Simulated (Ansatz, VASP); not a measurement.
**HfN in VASP and in Ansatz**

INCAR

```
ALGO = Normal
EDIFF = 1E-8
ENCUT = 520
GGA = PE
ISIF = 2
ISMEAR = -1
LASPH = T
LCHARG = F
LEFG = T
LREAL = F
LWAVE = F
NBANDS = 14
NELM = 100
PREC = Accurate
SIGMA = 0.03
```

KPOINTS

```
k-points
0
Gamma
  10 10 10
```

The input POSCAR:

```
HfN
1.0
    0.0000000000      2.2364100000      2.2590000000
    2.2364100000      0.0000000000      2.2590000000
    2.2364100000      2.2364100000      0.0000000000
Hf N
1 1
Direct
    0.0000000000      0.0000000000      0.0000000000
    0.5000000000      0.5000000000      0.5000000000
```

Input for Ansatz:

```yaml
crystal:
  lattice:
    - [0.0, 2.23641, 2.259]
    - [2.23641, 0.0, 2.259]
    - [2.23641, 2.23641, 0.0]
  atoms:
    - { symbol: Hf, position: [0.0, 0.0, 0.0] }
    - { symbol: "N", position: [0.5, 0.5, 0.5] }
kpoints:
  mp_grid: { grid: [10, 10, 10] }
scf:
  occupations: { method: fermi_dirac, width: 0.03 }
hamiltonian:
  xc: pbe
  pseudopotentials: { kind: paw }
output:
  forces: true
  stress: true
  eigenvalues: true
  efg: { contact_densities: true }
  write_density: true
  write_potential: true
  elf: true
  volumetric_format: npy
```

Change from the starting cell: equal xx and yy strain of -1 %, PAW files.

Alike in both runs: task electric field gradients; functional PBE; k mesh 10 × 10 × 10; occupations fermi-dirac, width 0.03 eV; no spin polarisation.

|  | VASP | Ansatz |
| --- | --- | --- |
| version | VASP 6.6.1 | Ansatz 0.2.0 |
| potentials or method | VASP PAW PBE potentials, release 64 (Hf_pv, N) | PAW with Ansatz's default frozen-core files, scalar-relativistic |
| plane-wave cutoff (eV) | 520 | 420 |
| valence electrons in the cell | 15 | 31 |

Ansatz gave:

* pressure (GPa): 11.5
* traceless stress, the component that is largest in VASP (GPa): -3.10
* size of Vzz on the site where it differs most (V/Å²): 45.0

Which values does VASP return?

Pressure (GPa): 9.1; traceless stress, the component that is largest in VASP (GPa): -3.03; size of Vzz on the site where it differs most (V/Å²): 38.6.

VASP's potentials hold 15 valence electrons a cell and Ansatz's 31, so a difference there can come from the potentials and not from the codes.

Neither program's run includes spin-orbit coupling.
